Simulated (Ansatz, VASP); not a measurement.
**One calculation of Be, two programs**

```
Be
1.0
     3.45390    0.00000    0.00000
    -1.72695    2.99117    0.00000
     0.00000    0.00000   10.63444
Be
12
Direct
  0.66667 0.33333 0.65357
  0.66667 0.33333 0.05285
  0.66667 0.33333 0.44715
  0.66667 0.33333 0.84643
  0.00000 0.00000 0.25000
  0.33333 0.66667 0.94715
  0.00000 0.00000 0.75000
  0.66667 0.33333 0.25000
  0.33333 0.66667 0.34643
  0.33333 0.66667 0.75000
  0.33333 0.66667 0.15357
  0.33333 0.66667 0.55285
```

Alike in both runs: functional PBE; k mesh 6 × 6 × 2; occupations gaussian, width 0.1 eV; no spin polarisation.

Ansatz relaxed the structure, and its values are those at the end. VASP's run is a single point on that final structure, the one shown.

|  | VASP | Ansatz |
| --- | --- | --- |
| version | VASP 6.6.1 | Ansatz 0.2.0 |
| potentials or method | VASP PAW PBE potentials, release 64 (Be), cutoff 520 eV | scalar-relativistic, plane waves, PAW |
| valence electrons in the cell | 24 | 24 |

VASP gave:

* gap on the k mesh at the Fermi level (eV): none
* pressure (GPa): 0.2
* rms of the force components (eV/Å): 0.009

Q: What did Ansatz give for the same quantities?

A: gap on the k mesh at the Fermi level (eV): none; pressure (GPa): 0.1; rms of the force components (eV/Å): 0.006.

A gap of «none» marks a metal or a gap that the smearing closes.
